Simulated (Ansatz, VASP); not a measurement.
**MgO in VASP and in Ansatz**

The input INCAR:

```
PREC = Accurate
ENCUT = 520
EDIFF = 1E-6
ISMEAR = 0
SIGMA = 0.05
LREAL = F
LASPH = T
NELM = 100
ALGO = Normal
ISIF = 2
LWAVE = F
LCHARG = F
GGA = PS
NBANDS = 11
```

The input KPOINTS:

```
regular mesh
0
Gamma
  12 12 8
```

The input POSCAR:

```
MgO
1.0
    2.9380210000     -0.0293802100      0.0000000000
   -1.4944540100      2.5590911000      0.0000000000
    0.0000000000      0.0000000000      2.6796800000
Mg O
1 1
Direct
    0.0000000000      0.0000000000      0.0000000000
    0.3333333333      0.6666666667      0.5000000000
```

Input for Ansatz:

```yaml
crystal:
  lattice:
    - [2.938021, -0.02938021, 0.0]
    - [-1.4944540099999999, 2.5590911000000003, 0.0]
    - [0.0, 0.0, 2.67968]
  atoms:
    - { symbol: Mg, position: [0.0, 0.0, 0.0] }
    - { symbol: O, position: [0.3333333333333333, 0.6666666666666666, 0.5] }
basis:
  ecutwfc: 520.0
kpoints:
  mp_grid:
    grid: [12, 12, 8]
hamiltonian:
  xc: pbesol
  pseudopotentials:
    kind: paw
scf:
  occupations:
    method: gaussian
    width: 0.05
output:
  stress: true
```

Alike in both runs: task single point; functional PBEsol; k mesh 12 × 12 × 8; occupations gaussian, width 0.05 eV; no spin polarisation.

```csv
,VASP,Ansatz
version,VASP 6.6.1,Ansatz 0.2.0
potentials or method,"VASP PAW PBE potentials, release 64 (Mg, O), cutoff 520 eV","plane waves, PAW"
valence electrons in the cell,8,16
```

|  | VASP | Ansatz | Ansatz less VASP |
| --- | --- | --- | --- |
| pressure (GPa) | -4.3 | -3.8 | +0.50 |
| traceless stress, the component that is largest in VASP (GPa) | 2.33 | 2.31 | -0.023 |

VASP's potentials were made for PBE, not for PBEsol. VASP's potentials hold 8 valence electrons a cell and Ansatz's 16, so a difference there can come from the potentials and not from the codes.
